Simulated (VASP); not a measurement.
# MoS2 (C2) in VASP: further runs

The runs below take MoS2 through single point, with PBE+D3(BJ).

Program: VASP 6.6.1. These are calculated values, not measurements. Logs are shortened: lines on timing, memory, paths and dates and some standing lists are left out, and cuts for length are marked.

## Step 1: The cell of the first run

It takes space group C2 (No. 5, monoclinic). The conventional cell has a = 3.150 Å, b = 5.455 Å, c = 6.648 Å, α = 90.00°, β = 91.72°, γ = 90.00°. Mo (site symmetry 2) has 6 S at 2.37 to 2.43 Å and 6 Mo at 3.15 Å within 3.2 Å. Within 3.2 Å of S (site symmetry 1) lie 3 Mo at 2.37 to 2.43 Å and 7 S at 3.13 to 3.15 Å.

## Step 2: Single point, PBE+D3(BJ) (strain +0.0300 x Voigt [0, 0, 0, 0, 1, 0])

INCAR reads:

```
SYSTEM = MoS2
PREC = Accurate
ENCUT = 520
EDIFF = 1E-7
ISMEAR = 0
SIGMA = 0.05
LREAL = .False.
LASPH = .True.
NELM = 100
ALGO = Normal
ISIF = 2
LWAVE = .False.
LCHARG = .False.
GGA = PE
IVDW = 12
NBANDS = 20
```

KPOINTS reads:

```
Automatic mesh
0
Gamma
  12 12 4
  0 0 0
```

POSCAR reads:

```
MoS2
1.0
    3.1497239970      0.0000000000      0.0472458600
   -1.5748619985      2.7277409963     -0.0236229300
    0.0997131399      0.0000000000      6.6475426602
Mo S
1 2
Direct
    0.0000000000      0.0000000000      0.0000000000
    0.3333333333      0.6666666667      0.2356692374
    0.3333333333      0.6666666667      0.7643307626
```

Potentials or basis: VASP PAW PBE potentials, release 64 (Mo_sv, S).

Run with:

```
$ cat potpaw_PBE.64/Mo_sv/POTCAR potpaw_PBE.64/S/POTCAR > POTCAR
$ mpirun -np 1 vasp_std > vasp.out
```

OUTCAR:

```text
SYSTEM = MoS2
   PREC = Accurate
   ENCUT = 520
   EDIFF = 1E-7
   ISMEAR = 0
   LREAL = .False.
   LASPH = .True.
   NELM = 100
   ISIF = 2
   GGA = PE
   IVDW = 12
 IVDW          = 12

 ion  position               nearest neighbor table
   1  0.000  0.000  0.000-   3 2.37   2 2.37   2 2.40   3 2.40   2 2.43   3 2.43
   2  0.333  0.667  0.236-   1 2.37   1 2.40   1 2.43
   3  0.333  0.667  0.764-   1 2.37   1 2.40   1 2.43

  LATTYP: Found a base centered monoclinic cell.
 ALAT       =     3.1500783210
 B/A-ratio  =     1.7318559847
 C/A-ratio  =     2.1105159266
 COS(beta)  =    -0.0299932515

  Lattice vectors:

 A1 = (  -1.5748619985,   2.7277409963,  -0.0236229300)
 A2 = (  -1.5748619985,  -2.7277409963,  -0.0236229300)
 A3 = (   0.0997131399,   0.0000000000,   6.6475426602)

Analysis of symmetry for initial positions (statically):
=====================================================================
 Subroutine PRICEL returns:
 Original cell was already a primitive cell.

 Routine SETGRP: Setting up the symmetry group for a
 base centered monoclinic supercell.

 Subroutine GETGRP returns: Found  2 space group operations
 (whereof  2 operations were pure point group operations)
 out of a pool of  4 trial point group operations.

The static configuration has the point symmetry C_2 .

Analysis of symmetry for dynamics (positions and initial velocities):
=====================================================================
 Subroutine PRICEL returns:
 Original cell was already a primitive cell.

 Routine SETGRP: Setting up the symmetry group for a
 base centered monoclinic supercell.

 Subroutine GETGRP returns: Found  2 space group operations
 (whereof  2 operations were pure point group operations)
 out of a pool of  4 trial point group operations.

The dynamic configuration has the point symmetry C_2 .

 Subroutine INISYM returns: Found  2 space group operations
 (whereof  2 operations are pure point group operations),
 and found     1 'primitive' translations

----------------------------------------------------------------------------------------

                                     Primitive cell

  volume of cell :      57.1004

  direct lattice vectors                    reciprocal lattice vectors
     3.149723997  0.000000000  0.047245860     0.317559587  0.183301861 -0.004763394
    -1.574861999  2.727740996 -0.023622930     0.000000000  0.366603721  0.000000000
     0.099713140  0.000000000  6.647542660    -0.002256981  0.000000000  0.150465383

  length of vectors
     3.150078321  3.149812582  6.648290467     0.366696541  0.366603721  0.150482309

  position of ions in fractional coordinates (direct lattice)
     0.000000000  0.000000000  0.000000000
     0.333333333  0.666666667  0.235669237
     0.333333333  0.666666667  0.764330763

  ion indices of the primitive-cell ions
   primitive index   ion index
                 1           1
                 2           2
                 3           3

----------------------------------------------------------------------------------------

 KPOINTS: Automatic mesh

Automatic generation of k-mesh.
 Grid dimensions read from file:
 generate k-points for:   12   12    4

 Generating k-lattice:

  Cartesian coordinates                     Fractional coordinates (reciprocal lattice)
     0.026463299  0.015275155 -0.000396949     0.083333333  0.000000000  0.000000000
     0.000000000  0.030550310  0.000000000     0.000000000  0.083333333  0.000000000
    -0.000564245  0.000000000  0.037616346    -0.000000000  0.000000000  0.250000000

  Length of vectors
     0.030558045  0.030550310  0.037620577

  Shift w.r.t. Gamma in fractional coordinates (k-lattice)
     0.000000000  0.000000000  0.000000000

 Subroutine IBZKPT returns following result:
 ===========================================

 Found    164 irreducible k-points:

 Following reciprocal coordinates:
            Coordinates               Weight
  0.000000  0.000000  0.000000      1.000000
  0.083333 -0.000000  0.000000      4.000000
  0.166667 -0.000000 -0.000000      4.000000
  0.250000 -0.000000 -0.000000      4.000000
  0.333333 -0.000000  0.000000      4.000000
  0.416667 -0.000000 -0.000000      4.000000
[... 16 lines left out ...]
  0.333333  0.166667  0.000000      4.000000
  0.416667  0.166667 -0.000000      4.000000
 [... further k-points ...]
   k-points           NKPTS =    164   k-points in BZ     NKDIM =    164   number of bands    NBANDS=     20
   number of dos      NEDOS =    301   number of ions     NIONS =      3
   total plane-waves  NPLWV =  28800
   dimension x,y,z NGX =    24 NGY =   24 NGZ =   50
   dimension x,y,z NGXF=    48 NGYF=   48 NGZF=  100
   ions per type =               1   2
   NGX,Y,Z   is equivalent  to a cutoff of  12.67, 12.67, 12.50 a.u.
   NGXF,Y,Z  is equivalent  to a cutoff of  25.33, 25.33, 25.01 a.u.
 SYSTEM =  MoS2
   PREC   = accura    normal or accurate (medium, high low for compatibility)
   ISTART =      0    job   : 0-new  1-cont  2-samecut
   ICHARG =      2    charge: 1-file 2-atom 10-const
   ISPIN  =      1    spin polarized calculation?
   LNONCOLLINEAR =      F non collinear calculations
   LSORBIT =      F    spin-orbit coupling
   LASPH  =      T    aspherical Exc in radial PAW
   ENCUT  =  520.0 eV  38.22 Ry    6.18 a.u.   5.86  5.86 12.36*2*pi/ulx,y,z
   NELM   =    100;   NELMIN=  2; NELMDL= -5     # of ELM steps
   EDIFF  = 0.1E-06   stopping-criterion for ELM
   LREAL  =      F    real-space projection
   EDIFFG = 0.1E-05   stopping-criterion for IOM
   NSW    =      0    number of steps for IOM
   IBRION =     -1    ionic relax: 0-MD 1-quasi-New 2-CG
   NFREE  =      0    steps in history (QN), initial steepest desc. (CG)
   ISIF   =      2    stress and relaxation
   ISYM   =      2    0-nonsym 1-usesym 2-fastsym
   POTIM  = 0.5000    time-step for ionic-motion
   TEBEG  =    0.0;   TEEND  =   0.0 temperature during run
   PSTRESS=    0.0 pullay stress
   NELECT =      26.0000    total number of electrons
   NUPDOWN=      -1.0000    fix difference up-down
   EMIN   =  10.00;   EMAX   =-10.00  energy-range for DOS
   EFERMI =   0.00;   METHOD = LEGACY
   ISMEAR =     0;   SIGMA  =   0.05  broadening in eV -4-tet -1-fermi 0-gaus
   EFERMI_NEDOS =   21; number of points for ismear=-14 and -15
   IALGO  =     38    algorithm
   IMIX   =      4    mixing-type and parameters
     AMIX     =   0.40;   BMIX     =  1.00
     AMIX_MAG =   1.60;   BMIX_MAG =  1.00
  volume/ion in A,a.u.               =      19.03       128.44
  Fermi-wavevector in a.u.,A,eV,Ry     =   1.259465  2.380045 21.582286  1.586253
  Thomas-Fermi vector in A             =   2.393024
   LORBIT       =      0    0 simple, 1 ext, 2 COOP (PROOUT), +10 PAW based schemes
   GGA     = PE    functional components
   LHFCALC =     F    Hartree Fock is set to
   AEXX    =    0.0000 exact exchange contribution
   IVDW    =    12    specifies the selected vdW correction
   LEPSILON=     F    determine dielectric tensor
   LRPA    =     F    only Hartree local field effects (RPA)
 non-spin polarized calculation
 Gauss-broadening in eV      SIGMA  =   0.05
  energy-cutoff  :      520.00
  volume of cell :       57.10
 maximum number of plane-waves:      1553
   NGX = 11   NGY = 11   NGZ = 25

 number of electron      26.0000000 magnetization

 Free energy of the ion-electron system (eV)
  ---------------------------------------------------
  ext. energy  EPLUGINS =         0.00000000
  ---------------------------------------------------
  free energy    TOTEN  =       -21.77750484 eV

  energy without entropy =      -21.77750484  energy(sigma->0) =      -21.77750484

 E-fermi :   6.7818     XC(G=0): -10.3020

 val. band max:        6.4880575605   @ k =   0.0000  -0.0000   0.5000
 cond. band min:       7.6965691106   @ k =  -0.3333   0.1667  -0.0000
 fundamental gap:      1.2085115501
 Fermi energy:         6.7818278724

 k-point     1 :       0.0000    0.0000    0.0000
  band No.  band energies     occupation
      1     -54.7703      2.00000
      2     -28.9376      2.00000
      3     -28.6909      2.00000
      4     -28.6902      2.00000
      5      -8.1921      2.00000
      6      -6.7324      2.00000
[... 12 lines left out ...]
     19      14.1928      0.00000
     20      15.4534      0.00000

 k-point     2 :       0.0833   -0.0000    0.0000
  band No.  band energies     occupation
      1     -54.7675      2.00000
      2     -28.9320      2.00000
      3     -28.7192      2.00000
      4     -28.6968      2.00000
      5      -8.0852      2.00000
      6      -6.6898      2.00000
[... 12 lines left out ...]
     19      14.3290      0.00000
     20      15.9316      0.00000

 k-point     3 :       0.1667   -0.0000   -0.0000
  band No.  band energies     occupation
      1     -54.7596      2.00000
      2     -28.9168      2.00000
      3     -28.7960      2.00000
      4     -28.7144      2.00000
      5      -7.7806      2.00000
      6      -6.5688      2.00000
[... 12 lines left out ...]
     19      14.8351      0.00000
     20      15.9867      0.00000

 k-point     4 :       0.2500   -0.0000   -0.0000
  band No.  band energies     occupation
      1     -54.7489      2.00000
      2     -28.9028      2.00000
      3     -28.8928      2.00000
      4     -28.7382      2.00000
      5      -7.3279      2.00000
      6      -6.3909      2.00000
[... 429 lines left out ...]
 k-point    23 :       0.3333    0.1667    0.0000
  band No.  band energies     occupation
      1     -54.7273      2.00000
      2     -29.0511      2.00000
      3     -28.8542      2.00000
      4     -28.8388      2.00000
      5      -6.2354      2.00000
      6      -5.9561      2.00000
[... 12 lines left out ...]
     19      14.5077      0.00000
     20      15.6203      0.00000

 k-point    24 :       0.4167    0.1667   -0.0000
  band No.  band energies     occupation
      1     -54.7248      2.00000
      2     -29.0690      2.00000
      3     -28.8522      2.00000
      4     -28.8470      2.00000
      5      -6.0825      2.00000
      6      -5.8974      2.00000
[... 12 lines left out ...]
     19      14.7320      0.00000
     20      15.2054      0.00000

 [... further k-points ...]

------------------------ aborting loop because EDIFF is reached ----------------------------------------

 Edisp (eV)   -1.19290

 E8    (eV) :    -0.4818

  FORCE on cell =-STRESS in cart. coord.  units (eV):
  Direction    XX          YY          ZZ          XY          YZ          ZX
  --------------------------------------------------------------------------------------
  -------------------------------------------------------------------------------------
  Total       0.02558    -0.00824     0.00591     0.00000     0.00000    -1.33881
  in kB       0.71782    -0.23114     0.16574     0.00000     0.00000   -37.56552
  external pressure =        0.22 kB  Pullay stress =        0.00 kB

 VOLUME and BASIS-vectors are now :
 -----------------------------------------------------------------------------
  energy-cutoff  :      520.00
  volume of cell :       57.10
      direct lattice vectors                 reciprocal lattice vectors
     3.149723997  0.000000000  0.047245860     0.317559587  0.183301861 -0.004763394
    -1.574861999  2.727740996 -0.023622930     0.000000000  0.366603721  0.000000000
     0.099713140  0.000000000  6.647542660    -0.002256981  0.000000000  0.150465383

 POSITION                                       TOTAL-FORCE (eV/Angst)
 -----------------------------------------------------------------------------------
      0.00000      0.00000      0.00000         0.000000      0.032203      0.000000
      0.02350      1.81849      1.56662        -0.445258     -0.016102      0.017932
      0.07621      1.81849      5.08092         0.445258     -0.016102     -0.017932
 -----------------------------------------------------------------------------------
    total drift:                                0.000000      0.000053      0.000000

  FREE ENERGIE OF THE ION-ELECTRON SYSTEM (eV)
  ---------------------------------------------------
  free  energy   TOTEN  =       -22.9704020290 eV

  energy  without entropy=      -22.9704020290  energy(sigma->0) =      -22.97040203
```

Wall time 1.7 min (1 thread of Intel Xeon Platinum 8375C at 2.90GHz (Ice Lake), shared host); peak memory 0.3 GiB.

What came out:

- Free energy: -22.9704 eV
- Pressure: 0.0 GPa
- Largest force: 0.446 eV/Å
- Band gap on the k mesh: 1.21 eV (least direct gap 1.76 eV)
- Dispersion energy per atom: -0.398 eV

Forces on the atoms (eV/Å):
```
Mo   0.000  0.032  0.000
S   -0.445 -0.016  0.018
S    0.445 -0.016 -0.018
```

Caveat: the cell differs from its parent crystal (strain +0.0300 x Voigt [0, 0, 0, 0, 1, 0]). A k mesh can miss the band edges.

## Step 3: Single point, PBE+D3(BJ) (strain -0.0200 x Voigt [0, 0, 0, 0, 1, 0])

INCAR reads:

```
  ALGO = Normal
  EDIFF = 1E-7
  ENCUT = 520
  GGA = PE
  ISIF = 2
  ISMEAR = 0
  IVDW = 12
  LASPH = True
  LCHARG = False
  LREAL = False
  LWAVE = False
  NBANDS = 20
  NELM = 100
  PREC = Accurate
  SIGMA = 0.05
```

KPOINTS reads:

```
k-points
0
Gamma
  12 12 4
```

POSCAR reads:

```
MoS2
1.0
    3.1497239970      0.0000000000     -0.0314972400
   -1.5748619985      2.7277409963      0.0157486200
   -0.0664754266      0.0000000000      6.6475426602
Mo S
1 2
Direct
    0.0000000000      0.0000000000      0.0000000000
    0.3333333333      0.6666666667      0.2356692374
    0.3333333333      0.6666666667      0.7643307626
```

Potentials or basis: VASP PAW PBE potentials, release 64 (Mo_sv, S).

Run with:

```
$ cat potpaw_PBE.64/Mo_sv/POTCAR potpaw_PBE.64/S/POTCAR > POTCAR
$ mpirun -np 1 vasp_std > vasp.out
```

Wall time 1.7 min (1 thread of Intel Xeon Platinum 8375C at 2.90GHz (Ice Lake), shared host); peak memory 0.3 GiB.

It converged, with:

```yaml
Free_energy: -22.9815 eV
Pressure: -0.1 GPa
Largest_force: 0.297 eV/Å
Band_gap_on_the_k_mesh: 1.21 eV (least direct gap 1.76 eV)
Dispersion_energy_per_atom: -0.398 eV
```

Forces in eV/Å, atoms in the order of the input:
```
Mo   0.000  0.014  0.000
S    0.297 -0.007  0.002
S   -0.297 -0.007 -0.002
```

Stress tensor (GPa, compression positive):
```
-0.03  0.00  2.50
 0.00 -0.08  0.00
 2.50  0.00 -0.08
```

Levels at points of the mesh, in eV from the valence-band top:
| k point | band 10 | band 11 | band 12 | band 13 | band 14 | band 15 | band 16 | band 17 |
| --- | --- | --- | --- | --- | --- | --- | --- | --- |
| (0.00, 0.00, 0.00) | -1.88 | -1.87 | -1.49 | -0.93 | 2.43 | 2.43 | 2.62 | 2.63 |
| (0.50, 0.00, 0.00) | -3.58 | -1.99 | -1.37 | -1.28 | 1.93 | 2.33 | 3.84 | 4.05 |
| (0.00, 0.50, 0.00) | -3.58 | -1.99 | -1.37 | -1.29 | 1.93 | 2.33 | 3.84 | 4.04 |
| (0.00, 0.00, 0.50) | -2.93 | -1.89 | -1.89 | 0.00 | 2.37 | 2.37 | 2.71 | 2.71 |
| (0.50, 0.00, 0.50) | -3.61 | -2.83 | -1.30 | -0.86 | 1.95 | 2.52 | 3.18 | 3.86 |
| (0.00, 0.50, 0.50) | -3.60 | -2.83 | -1.30 | -0.86 | 1.95 | 2.52 | 3.18 | 3.85 |

Caveat: the cell differs from its parent crystal (strain -0.0200 x Voigt [0, 0, 0, 0, 1, 0]).

## Step 4: Single point, PBE+D3(BJ) (strain +0.0100 x Voigt [0, 0, 0, 0, 1, 0])

INCAR reads:

```
SYSTEM = MoS2
ALGO = Normal
EDIFF = 1E-6
ENCUT = 520
GGA = PE
ISIF = 2
ISMEAR = 0
IVDW = 12
LASPH = .TRUE.
LCHARG = .TRUE.
LELF = .TRUE.
LREAL = .FALSE.
LVHAR = .TRUE.
LWAVE = .FALSE.
NBANDS = 20
NELM = 100
PREC = Accurate
SIGMA = 0.05
```

KPOINTS reads:

```
k-points
0
G
  12 12 4
  0 0 0
```

POSCAR reads:

```
MoS2
1.0
    3.1497239970      0.0000000000      0.0157486200
   -1.5748619985      2.7277409963     -0.0078743100
    0.0332377133      0.0000000000      6.6475426602
Mo S
1 2
Direct
    0.0000000000      0.0000000000      0.0000000000
    0.3333333333      0.6666666667      0.2356692374
    0.3333333333      0.6666666667      0.7643307626
```

Run with:

```
$ cat potpaw_PBE.64/Mo_sv/POTCAR potpaw_PBE.64/S/POTCAR > POTCAR
$ mpirun -np 1 vasp_std > vasp.out
```

Wall time 94 s (1 thread of Intel Xeon Platinum 8375C at 2.90GHz (Ice Lake), shared host); peak memory 0.3 GiB.

It converged, with:

```yaml
Free_energy: -22.9882 eV
Pressure: -0.1 GPa
Largest_force: 0.148 eV/Å
Band_gap_on_the_k_mesh: 1.22 eV (least direct gap 1.76 eV)
Dispersion_energy_per_atom: -0.398 eV
```

Forces on the atoms (eV/Å):
```
Mo   0.000  0.004  0.000
S   -0.148 -0.002 -0.008
S    0.148 -0.002  0.008
```

Stress tensor (GPa, compression positive):
```
-0.10  0.00 -1.25
 0.00 -0.12  0.00
-1.25  0.00 -0.15
```

Levels at points of the mesh, in eV from the valence-band top:
```csv
k point,band 10,band 11,band 12,band 13,band 14,band 15,band 16,band 17
"(0.00, 0.00, 0.00)",-1.87,-1.87,-1.49,-0.93,2.45,2.45,2.61,2.61
"(0.50, 0.00, 0.00)",-3.58,-1.98,-1.37,-1.29,1.93,2.33,3.84,4.05
"(0.00, 0.50, 0.00)",-3.58,-1.98,-1.37,-1.29,1.93,2.33,3.84,4.05
"(0.00, 0.00, 0.50)",-2.96,-1.89,-1.89,0.00,2.38,2.38,2.70,2.71
"(0.50, 0.00, 0.50)",-3.61,-2.82,-1.30,-0.86,1.95,2.53,3.18,3.86
"(0.00, 0.50, 0.50)",-3.60,-2.82,-1.30,-0.86,1.95,2.53,3.18,3.86
```

Caveat: the cell differs from its parent crystal (strain +0.0100 x Voigt [0, 0, 0, 0, 1, 0]).

[end of part 1 of 3]
